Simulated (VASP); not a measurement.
# H6C3O in VASP: a series of runs

Runs on H6C3O. Level: PBE+D3(BJ). Tasks: single point.

Program: VASP 6.6.1. These are calculated values, not measurements. Logs are shortened: lines on timing, memory, paths and dates and some standing lists are left out, and cuts for length are marked.

## (1) The cell of the first run

The cell holds a disordered packing, 40 atoms: a = 8.707 Å, b = 8.707 Å, c = 8.707 Å, α = 90.00°, β = 90.00°, γ = 90.00°.

## (2) Single point, PBE+D3(BJ)

Input file INCAR:

```
SYSTEM = H6C3O
PREC = Accurate
ENCUT = 1000
EDIFF = 1E-6
ISMEAR = -1
SIGMA = 0.05
LREAL = Auto
LASPH = .True.
NELM = 120
ALGO = Normal
ISIF = 2
LWAVE = .False.
LCHARG = .False.
GGA = PE
IVDW = 12
NBANDS = 74
GGA_COMPAT = .False.
```

Input file KPOINTS:

```
Automatic mesh
0
Gamma
  1 1 1
  0 0 0
```

Input file POSCAR:

```
H6C3O
1.0
    8.7065880000      0.0000000000      0.0000000000
    0.0000000000      8.7065880000      0.0000000000
    0.0000000000      0.0000000000      8.7065880000
C H O
12 24 4
Direct
    0.4257695437      0.7212584310      0.3501486461
    0.4218070270      0.8147278819      0.1824939919
    0.3147731350      0.1569501164      0.7923655053
    0.3116605495      0.0179519233      0.6821271433
    0.7283450187      0.3120740295      0.7048340866
    0.6759938566      0.4620638992      0.6579845055
    0.8772437607      0.7454125543      0.1129604387
    1.0018735238      0.6409629122      0.0220292955
    0.8934958218      0.1675397986      0.9655906539
    1.1071156692      0.3166912228      0.3304049761
    0.5324473835      0.3251560772      0.1784166197
    0.0643880243      0.9632935428      0.3476907372
    0.4907548169      0.6153960656      0.3230542206
    0.4869645836      0.7855775420      0.4484190592
    0.3078588306      0.6875023833      0.3607498138
    0.3743027694      0.7450909587      0.0838445554
    0.3554205161      0.9035341973      0.2262195018
    0.5388678091      0.8295327630      0.1723522464
    0.3449916316      0.2598721795      0.7209483210
    0.2050631085      0.1860545141      0.8594641207
    0.3814582704      0.1355295553      0.8902339240
    0.2699335262     -0.0934579654      0.7115990788
    0.2366598718      0.0403946988      0.5748520546
    0.4372895559     -0.0052259278      0.6593283155
    0.6556988800      0.2346269285      0.7602174353
    0.7935025753      0.2346613851      0.6210010167
    0.8429478919      0.3328284283      0.7720475576
    0.7399109732      0.5298975902      0.5721070068
    0.5645035690      0.4709996614      0.6144197934
    0.6694470900      0.5388218668      0.7668675720
    0.9121139073      0.8710415607      0.1188640142
    0.7895745153      0.7108640032      0.0301725544
    0.8379861319      0.7379584287      0.2291827752
    0.9924553683      0.5197099024      0.0415547399
    1.0031599060      0.6503925533     -0.0995453098
    1.1143860258      0.6529997744      0.0760918054
    0.7872888897      0.1757634564      1.0349289527
    0.9840709127      0.2925141284      0.3748196194
    0.5237757891      0.2674296751      0.2886779528
    0.0297475888      0.8596019474      0.4227029004
```

Potentials or basis: VASP PAW PBE potentials, release 64 (C_h, H_h, O_h).

Command:

```bash
$ cat potpaw_PBE.64/C_h/POTCAR potpaw_PBE.64/H_h/POTCAR potpaw_PBE.64/O_h/POTCAR > POTCAR
$ mpirun -np 1 vasp_gam > vasp.out
```

OUTCAR:

```text
SYSTEM = H6C3O
   PREC = Accurate
   ENCUT = 1000
   EDIFF = 1E-6
   ISMEAR = -1
   LREAL = Auto
   LASPH = .True.
   NELM = 120
   ISIF = 2
   GGA = PE
   IVDW = 12
 IVDW          = 12

 ion  position               nearest neighbor table
   1  0.426  0.721  0.350-  15 1.07  13 1.11  14 1.15
   2  0.422  0.815  0.182-  18 1.03  17 1.04  16 1.13
   3  0.315  0.157  0.792-  21 1.05  19 1.12  20 1.15
   4  0.312  0.018  0.682-  22 1.07  24 1.13  23 1.16
   5  0.728  0.312  0.705-  25 1.04  26 1.14  27 1.17   6 1.44
   6  0.676  0.462  0.658-  29 1.05  28 1.10  30 1.16   5 1.44
   7  0.877  0.745  0.113-  33 1.07  32 1.09  31 1.14
   8  0.002  0.641  0.022-  35 1.06  34 1.07  36 1.09
   9  0.893  0.168  0.966-  37 1.11
  10  0.107  0.317  0.330-  38 1.16
  11  0.532  0.325  0.178-  39 1.09
  12  0.064  0.963  0.348-  40 1.15
  13  0.491  0.615  0.323-   1 1.11
  14  0.487  0.786  0.448-   1 1.15
[... 24 lines left out ...]
  39  0.524  0.267  0.289-  11 1.09
  40  0.030  0.860  0.423-  12 1.15

  LATTYP: Found a simple cubic cell.
 ALAT       =     8.7065880000

  Lattice vectors:

 A1 = (   8.7065880000,   0.0000000000,   0.0000000000)
 A2 = (   0.0000000000,   8.7065880000,   0.0000000000)
 A3 = (   0.0000000000,   0.0000000000,   8.7065880000)

Analysis of symmetry for initial positions (statically):
=====================================================================
 Subroutine PRICEL returns:
 Original cell was already a primitive cell.

 Routine SETGRP: Setting up the symmetry group for a
 simple cubic supercell.

 Subroutine GETGRP returns: Found  1 space group operations
 (whereof  1 operations were pure point group operations)
 out of a pool of 48 trial point group operations.

The static configuration has the point symmetry C_1 .

Analysis of symmetry for dynamics (positions and initial velocities):
=====================================================================
 Subroutine PRICEL returns:
 Original cell was already a primitive cell.

 Routine SETGRP: Setting up the symmetry group for a
 simple cubic supercell.

 Subroutine GETGRP returns: Found  1 space group operations
 (whereof  1 operations were pure point group operations)
 out of a pool of 48 trial point group operations.

The dynamic configuration has the point symmetry C_1 .

 Subroutine INISYM returns: Found  1 space group operations
 (whereof  1 operations are pure point group operations),
 and found     1 'primitive' translations

[... 149 lines left out ...]
   NSW    =      0    number of steps for IOM
   IBRION =     -1    ionic relax: 0-MD 1-quasi-New 2-CG
   NFREE  =      0    steps in history (QN), initial steepest desc. (CG)
   ISIF   =      2    stress and relaxation
   ISYM   =      2    0-nonsym 1-usesym 2-fastsym
   POTIM  = 0.5000    time-step for ionic-motion
   TEBEG  =    0.0;   TEEND  =   0.0 temperature during run
   PSTRESS=    0.0 pullay stress
   NELECT =      96.0000    total number of electrons
   NUPDOWN=      -1.0000    fix difference up-down
   EMIN   =  10.00;   EMAX   =-10.00  energy-range for DOS
   EFERMI =   0.00;   METHOD = LEGACY
   ISMEAR =    -1;   SIGMA  =   0.05  broadening in eV -4-tet -1-fermi 0-gaus
   EFERMI_NEDOS =   21; number of points for ismear=-14 and -15
   IALGO  =     38    algorithm
   IMIX   =      4    mixing-type and parameters
     AMIX     =   0.40;   BMIX     =  1.00
     AMIX_MAG =   1.60;   BMIX_MAG =  1.00
  volume/ion in A,a.u.               =      16.50       111.35
  Fermi-wavevector in a.u.,A,eV,Ry     =   0.860962  1.626982 10.085391  0.741255
  Thomas-Fermi vector in A             =   1.978545
   LORBIT       =      0    0 simple, 1 ext, 2 COOP (PROOUT), +10 PAW based schemes
   GGA     = PE    functional components
   LHFCALC =     F    Hartree Fock is set to
   AEXX    =    0.0000 exact exchange contribution
   IVDW    =    12    specifies the selected vdW correction
   LEPSILON=     F    determine dielectric tensor
   LRPA    =     F    only Hartree local field effects (RPA)
 non-spin polarized calculation
  energy-cutoff  :     1000.00
  volume of cell :      660.00
 maximum number of plane-waves:     23629
 NGX is ok and might be reduce to    90
   NGX = 45   NGY = 45   NGZ = 45

 number of electron      96.0000000 magnetization

 Free energy of the ion-electron system (eV)
  ---------------------------------------------------
  ext. energy  EPLUGINS =         0.00000000
  ---------------------------------------------------
  free energy    TOTEN  =      -218.28909655 eV

  energy without entropy =     -218.28909655  energy(sigma->0) =     -218.28909655

 E-fermi :  -3.2431     XC(G=0):  -5.4599

 val. band max:       -4.5304209149   @ k =   0.0000   0.0000   0.0000
 cond. band min:      -0.0918139313   @ k =   0.0000   0.0000   0.0000
 fundamental gap:      4.4386069836
 Fermi energy:        -3.2430972099

 k-point     1 :       0.0000    0.0000    0.0000
  band No.  band energies     occupation
      1     -27.1665      2.00000
      2     -26.9835      2.00000
      3     -26.5493      2.00000
      4     -26.3954      2.00000
      5     -16.4108      2.00000
      6     -15.9679      2.00000
[... 52 lines left out ...]
     59       2.9033      0.00000
     60       3.0150      0.00000
 [bands above 60 left out]

------------------------ aborting loop because EDIFF is reached ----------------------------------------

 Edisp (eV)   -1.24658

 E8    (eV) :    -0.2847

  FORCE on cell =-STRESS in cart. coord.  units (eV):
  Direction    XX          YY          ZZ          XY          YZ          ZX
  --------------------------------------------------------------------------------------
  -------------------------------------------------------------------------------------
  Total       5.12770     2.20169     0.12183    -0.16645   -10.14706    -2.06622
  in kB      12.44770     5.34469     0.29575    -0.40407   -24.63240    -5.01584
  external pressure =        6.03 kB  Pullay stress =        0.00 kB

 VOLUME and BASIS-vectors are now :
 -----------------------------------------------------------------------------
  energy-cutoff  :     1000.00
  volume of cell :      660.00
      direct lattice vectors                 reciprocal lattice vectors
     8.706588000  0.000000000  0.000000000     0.114855555  0.000000000  0.000000000
     0.000000000  8.706588000  0.000000000     0.000000000  0.114855555  0.000000000
     0.000000000  0.000000000  8.706588000     0.000000000  0.000000000  0.114855555

 POSITION                                       TOTAL-FORCE (eV/Angst)
 -----------------------------------------------------------------------------------
      3.70700      6.27970      3.04860         1.213002     -0.194129     -2.102965
      3.67250      7.09350      1.58890        -0.643637     -3.351807      2.213951
      2.74060      1.36650      6.89880        -2.793440      0.361790     -0.662810
      2.71350      0.15630      5.93900         0.392180      1.000947     -1.337969
      6.34140      2.71710      6.13670         5.586136     -1.409395     -0.785730
      5.88560      4.02300      5.72880        -0.076589      3.270507      1.190712
[... 32 lines left out ...]
      4.56030      2.32840      2.51340        -0.449459     -3.167083      5.965063
      0.25900      7.48420      3.68030         0.488074      1.545309     -1.026883
 -----------------------------------------------------------------------------------
    total drift:                               -0.001113      0.002514     -0.002462

  FREE ENERGIE OF THE ION-ELECTRON SYSTEM (eV)
  ---------------------------------------------------
  free  energy   TOTEN  =      -219.5356791475 eV

  energy  without entropy=     -219.5356791475  energy(sigma->0) =     -219.53567915
```

OSZICAR:

```text
N       E                     dE             d eps       ncg     rms          rms(c)
DAV:   1     0.101483548365E+04    0.10148E+04   -0.60884E+04   148   0.185E+03
DAV:   2    -0.212338018547E+01   -0.10170E+04   -0.93578E+03   198   0.291E+02
DAV:   3    -0.230623689713E+03   -0.22850E+03   -0.22612E+03   200   0.146E+02
[... 11 lines left out ...]
DAV:  15    -0.218289114191E+03    0.44927E-04   -0.55939E-05   160   0.353E-02    0.901E-03
DAV:  16    -0.218289103697E+03    0.10495E-04   -0.12658E-05   184   0.171E-02    0.467E-03
DAV:  17    -0.218289098106E+03    0.55905E-05   -0.59946E-06   160   0.109E-02    0.279E-03
DAV:  18    -0.218289097069E+03    0.10374E-05   -0.14960E-06   152   0.535E-03    0.150E-03
DAV:  19    -0.218289096554E+03    0.51480E-06   -0.57528E-07   104   0.357E-03
   1 F= -.21953568E+03 E0= -.21953568E+03  d E =-.180332E-10
```

stdout:

```text
POSCAR found type information on POSCAR C H O
 POSCAR found :  3 types and      40 ions
 scaLAPACK will be used
 LDA part: xc-table for (Slater+PW92), standard interpolation
 POSCAR, INCAR and KPOINTS ok, starting setup
 FFT: planning ... GRIDC
 FFT: planning ... GRID_SOFT
 FFT: planning ... GRID
 WAVECAR not read
 entering main loop
```

Run time: 3.7 min. Hardware: 1 thread of Intel Xeon Platinum 8488C (Sapphire Rapids), shared host; peak memory 1.2 GiB.

What came out:

| Item | Value |
| --- | --- |
| Free energy | -219.5357 eV |
| Pressure | 0.6 GPa |
| Largest force | 6.769 eV/Å |
| Band gap on the k mesh | 4.44 eV |
| Dispersion energy per atom | -0.031 eV |

Forces on the atoms (eV/Å):
```
C    1.213 -0.194 -2.103
C   -0.644 -3.352  2.214
C   -2.793  0.362 -0.663
C    0.392  1.001 -1.338
C    5.586 -1.409 -0.786
C   -0.077  3.271  1.191
C    1.279  0.118 -2.688
C    0.537  0.455  3.604
C    3.253 -0.331 -1.884
C   -2.196 -0.322  0.796
C    0.332  3.224 -5.899
C   -0.447 -1.766  1.106
H   -0.043  0.112  0.525
H   -1.175 -0.559 -1.290
H   -0.670 -0.163  1.164
H    0.152  0.579  1.069
H   -0.988  2.335 -0.592
H    2.205  1.261 -1.015
H    0.178 -0.494  0.874
H    0.432 -0.366 -1.350
H    1.928 -0.098  0.973
H   -0.585 -0.739  1.312
H    1.464  0.153  0.948
H   -0.925  0.240 -0.698
H   -1.367 -0.648  1.270
H   -1.180  0.821 -0.298
H   -1.753 -0.327 -0.028
H    0.585 -0.465  0.236
H   -2.049 -0.367 -0.702
H    0.130 -0.661 -1.238
H   -0.360 -0.924 -1.145
H   -1.236  1.274  0.425
H    0.121 -1.550  0.875
H   -0.999 -1.015  0.294
H   -0.059  0.861 -1.024
H    0.588  0.642 -0.471
O   -3.039  0.064  2.192
O    2.173  0.602 -0.794
O   -0.449 -3.167  5.965
O    0.488  1.545 -1.027
```

Stress tensor (GPa, compression positive):
```
 1.24 -0.04 -0.50
-0.04  0.53 -2.46
-0.50 -2.46  0.03
```

Caveat: the k points lie up to 0.72 Å⁻¹ apart.

(Part 1 of 2 ends here.)
